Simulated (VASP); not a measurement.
# ZrSi2 (Cmcm) in VASP: single point with PBEsol

Aim: the single point of ZrSi2 with PBEsol.

Everything below comes from runs of VASP 6.6.1. Logs are shortened: lines on timing, memory, paths and dates and some standing lists are left out, and cuts for length are marked.

## Step 1: The cell of the first run

Symmetry: Cmcm, No. 63, orthorhombic system. The conventional cell has a = 3.675 Å, b = 14.569 Å, c = 3.657 Å, α = 90.00°, β = 90.00°, γ = 90.00°. Within 3.7 Å of Zr (site symmetry m2m) lie 10 Si at 2.70 to 2.95 Å and 6 Zr at 3.56 to 3.67 Å. Within 3.2 Å of Si (site symmetry m2m) lie 2 Si at 2.41 Å and 6 Zr at 2.70 to 2.95 Å. Within 3.4 Å of Si (site symmetry m2m) lie 8 Si at 2.59 to 3.40 Å and 4 Zr at 2.80 Å.

## Step 2: Single point, PBEsol

INCAR reads:

```
  ALGO = Normal
  EDIFF = 1E-6
  ENCUT = 500
  GGA = PS
  GGA_COMPAT = False
  ISIF = 2
  ISMEAR = 0
  LASPH = True
  LCHARG = False
  LREAL = False
  LWAVE = False
  NBANDS = 29
  NELM = 120
  PREC = Accurate
  SIGMA = 0.1
```

KPOINTS reads:

```
k-points
0
Gamma
  4 4 4
```

POSCAR reads:

```
ZrSi2
1.0
    1.8373094450     -7.2845518150      0.0000000000
    1.8373094450      7.2845518150      0.0000000000
    0.0000000000      0.0000000000      3.6567333163
Zr Si
2 4
Direct
    0.8952667597      0.1047332403      0.2500000000
    0.1047332403      0.8952667597      0.7500000000
    0.4460566961      0.5539433039      0.7500000000
    0.5539433039      0.4460566961      0.2500000000
    0.2502377049      0.7497622951      0.2500000000
    0.7497622951      0.2502377049      0.7500000000
```

Potentials or basis: VASP PAW PBE potentials, release 64 (Zr_sv, Si).

The run is started by

```sh
> cat potpaw_PBE.64/Zr_sv/POTCAR potpaw_PBE.64/Si/POTCAR > POTCAR
> mpirun -np 1 vasp_std > vasp.out
```

OUTCAR:

```text
EDIFF = 1E-6
   ENCUT = 500
   GGA = PS
   ISIF = 2
   ISMEAR = 0
   LASPH = True
   LREAL = False
   NELM = 120
   PREC = Accurate

 ion  position               nearest neighbor table
   1  0.895  0.105  0.250-   3 2.70   3 2.70   3 2.70   3 2.70   6 2.80   6 2.80   5 2.80   5 2.80
                             4 2.95   4 2.95   2 3.56   2 3.56
   2  0.105  0.895  0.750-   4 2.70   4 2.70   4 2.70   4 2.70   5 2.80   5 2.80   6 2.80   6 2.80
                             3 2.95   3 2.95   1 3.56   1 3.56
   3  0.446  0.554  0.750-   4 2.41   4 2.41   1 2.70   1 2.70   1 2.70   1 2.70   2 2.95   2 2.95

   4  0.554  0.446  0.250-   3 2.41   3 2.41   2 2.70   2 2.70   2 2.70   2 2.70   1 2.95   1 2.95

   5  0.250  0.750  0.250-   6 2.59   6 2.59   6 2.59   6 2.59   2 2.80   2 2.80   1 2.80   1 2.80

   6  0.750  0.250  0.750-   5 2.59   5 2.59   5 2.59   5 2.59   1 2.80   1 2.80   2 2.80   2 2.80

  LATTYP: Found a base centered orthorhombic cell.
 ALAT       =     3.6746188900
 B/A-ratio  =     3.9647931027
 C/A-ratio  =     0.9951326725

  Lattice vectors:

 A1 = (   1.8373094450,  -7.2845518150,   0.0000000000)
 A2 = (   1.8373094450,   7.2845518150,   0.0000000000)
 A3 = (   0.0000000000,   0.0000000000,   3.6567333163)

Analysis of symmetry for initial positions (statically):
=====================================================================
 Subroutine PRICEL returns:
 Original cell was already a primitive cell.

 Routine SETGRP: Setting up the symmetry group for a
 base centered orthorhombic supercell.

 Subroutine GETGRP returns: Found  8 space group operations
 (whereof  4 operations were pure point group operations)
 out of a pool of  8 trial point group operations.

The static configuration has the point symmetry C_2h.
 The point group associated with its full space group is D_2h.

Analysis of symmetry for dynamics (positions and initial velocities):
=====================================================================
 Subroutine PRICEL returns:
 Original cell was already a primitive cell.

 Routine SETGRP: Setting up the symmetry group for a
 base centered orthorhombic supercell.

 Subroutine GETGRP returns: Found  8 space group operations
 (whereof  4 operations were pure point group operations)
 out of a pool of  8 trial point group operations.

The dynamic configuration has the point symmetry C_2h.
[... 103 lines left out ...]
   NELM   =    120;   NELMIN=  2; NELMDL= -5     # of ELM steps
   EDIFF  = 0.1E-05   stopping-criterion for ELM
   LREAL  =      F    real-space projection
   EDIFFG = 0.1E-04   stopping-criterion for IOM
   NSW    =      0    number of steps for IOM
   IBRION =     -1    ionic relax: 0-MD 1-quasi-New 2-CG
   NFREE  =      0    steps in history (QN), initial steepest desc. (CG)
   ISIF   =      2    stress and relaxation
   ISYM   =      2    0-nonsym 1-usesym 2-fastsym
   POTIM  = 0.5000    time-step for ionic-motion
   TEBEG  =    0.0;   TEEND  =   0.0 temperature during run
   PSTRESS=    0.0 pullay stress
   NELECT =      40.0000    total number of electrons
   NUPDOWN=      -1.0000    fix difference up-down
   EMIN   =  10.00;   EMAX   =-10.00  energy-range for DOS
   EFERMI =   0.00;   METHOD = LEGACY
   ISMEAR =     0;   SIGMA  =   0.10  broadening in eV -4-tet -1-fermi 0-gaus
   EFERMI_NEDOS =   21; number of points for ismear=-14 and -15
   IALGO  =     38    algorithm
   IMIX   =      4    mixing-type and parameters
     AMIX     =   0.40;   BMIX     =  1.00
     AMIX_MAG =   1.60;   BMIX_MAG =  1.00
  volume/ion in A,a.u.               =      16.31       110.09
  Fermi-wavevector in a.u.,A,eV,Ry     =   1.214858  2.295748 20.080551  1.475879
  Thomas-Fermi vector in A             =   2.350264
   LORBIT       =      0    0 simple, 1 ext, 2 COOP (PROOUT), +10 PAW based schemes
   GGA     = PS    functional components
   LHFCALC =     F    Hartree Fock is set to
   AEXX    =    0.0000 exact exchange contribution
   IVDW    =     0    specifies the selected vdW correction
   LEPSILON=     F    determine dielectric tensor
   LRPA    =     F    only Hartree local field effects (RPA)
 non-spin polarized calculation
 Gauss-broadening in eV      SIGMA  =   0.10
  energy-cutoff  :      500.00
  volume of cell :       97.88
 maximum number of plane-waves:      2503
 NGX is ok and might be reduce to    56
   NGX = 27   NGY = 27   NGZ = 13

 number of electron      39.9999998 magnetization

 Free energy of the ion-electron system (eV)
  ---------------------------------------------------
  ext. energy  EPLUGINS =         0.00000000
  ---------------------------------------------------
  free energy    TOTEN  =       -45.64327044 eV

  energy without entropy =      -45.63360257  energy(sigma->0) =      -45.63843651

 E-fermi :  10.2471     XC(G=0): -11.4712

 val. band max:       10.2087638294   @ k =   0.0000   0.0000   0.5000
 cond. band min:      10.2485372686   @ k =  -0.2500   0.2500   0.0000
 fundamental gap:      0.0397734392
 Fermi energy:        10.2471245825

 k-point     1 :       0.0000    0.0000    0.0000
  band No.  band energies     occupation
      1     -38.3110      2.00000
      2     -38.2956      2.00000
      3     -16.6263      2.00000
      4     -16.4441      2.00000
      5     -16.4329      2.00000
      6     -16.4174      2.00000
[... 661 lines left out ...]
     28      13.4696      0.00000
     29      14.4578      0.00000

------------------------ aborting loop because EDIFF is reached ----------------------------------------

  FORCE on cell =-STRESS in cart. coord.  units (eV):
  Direction    XX          YY          ZZ          XY          YZ          ZX
  --------------------------------------------------------------------------------------
  -------------------------------------------------------------------------------------
  Total        0.4887888     -1.2440035      1.3163968      0.0000000     -0.0000000      0.0000000
  in kB        8.0006159    -20.3621561     21.5471073      0.0000000     -0.0000000      0.0000000
  external PRESSURE =       3.0618557 kB  Pullay stress =       0.0000000 kB

 VOLUME and BASIS-vectors are now :
 -----------------------------------------------------------------------------
  energy-cutoff  :      500.00
  volume of cell :       97.88
      direct lattice vectors                 reciprocal lattice vectors
     1.837309445 -7.284551815  0.000000000     0.272137065 -0.068638403  0.000000000
     1.837309445  7.284551815  0.000000000     0.272137065  0.068638403  0.000000000
     0.000000000  0.000000000  3.656733316     0.000000000  0.000000000  0.273468124

 POSITION                                       TOTAL-FORCE (eV/Angst)
 -----------------------------------------------------------------------------------
      1.83731     -5.75868      0.91418         0.000000     -0.031720     -0.000000
      1.83731      5.75868      2.74255         0.000000      0.031720      0.000000
      1.83731      0.78591      2.74255         0.000000      0.034546      0.000000
      1.83731     -0.78591      0.91418         0.000000     -0.034546      0.000000
      1.83731      3.63881      0.91418         0.000000     -0.046912      0.000000
      1.83731     -3.63881      2.74255         0.000000      0.046912      0.000000
 -----------------------------------------------------------------------------------
    total drift:                               -0.000000     -0.000000     -0.000000

  FREE ENERGIE OF THE ION-ELECTRON SYSTEM (eV)
  ---------------------------------------------------
  free  energy   TOTEN  =       -45.6432704446 eV

  energy  without entropy=      -45.6336025657  energy(sigma->0) =      -45.63843651
```

stdout:

```text
POSCAR found type information on POSCAR ZrSi
 POSCAR found :  2 types and       6 ions
 scaLAPACK will be used
 -----------------------------------------------------------------------------
|                                                                             |
|                                                                             |
|     You enforced a specific xc type in the INCAR file but a different       |
|     I HOPE YOU KNOW WHAT YOU ARE DOING!                                     |
|                                                                             |
 -----------------------------------------------------------------------------

 LDA part: xc-table for (Slater+PW92), standard interpolation
 POSCAR, INCAR and KPOINTS ok, starting setup
 FFT: planning ... GRIDC
 FFT: planning ... GRID_SOFT
 FFT: planning ... GRID
 WAVECAR not read
 entering main loop
```

Wall time 42 s (1 thread of AMD EPYC 9R45 (Zen 5), shared host); peak memory 0.26 GiB.

What came out:

| Item | Value |
| --- | --- |
| Free energy | -45.6433 eV |
| Pressure | 0.3 GPa |
| Largest force | 0.047 eV/Å |
| Band gap on the k mesh | zero (bands 20 and 21 overlap by 0.86 eV) |

Forces on the atoms (eV/Å):
```
Zr   0.000 -0.032  0.000
Zr   0.000  0.032  0.000
Si   0.000  0.035  0.000
Si   0.000 -0.035  0.000
Si   0.000 -0.047  0.000
Si   0.000  0.047  0.000
```

Levels at points of the mesh, in eV from the Fermi level:
```tsv
k point	band 18	band 19	band 20	band 21	band 22	band 23
(0.00, 0.00, 0.00)	-2.39	-2.31	0.03	1.10	1.38	1.47
(0.50, 0.00, 0.00)	-1.56	-0.89	-0.49	-0.44	0.97	1.00
(0.50, 0.50, 0.00)	-1.86	-1.47	0.43	1.01	1.17	1.46
(0.00, 0.00, 0.50)	-1.96	-0.04	-0.04	0.22	0.22	1.62
(0.50, 0.00, 0.50)	-3.22	-2.18	-2.18	2.23	2.23	3.17
(0.50, 0.50, 0.50)	-2.26	-0.91	-0.91	0.11	0.11	2.33
```

Caveat: the k points lie up to 0.44 Å⁻¹ apart, too coarse for converged energies and pressures of a metal; the PAW data sets were made with another functional, which shifts forces and pressure a little.
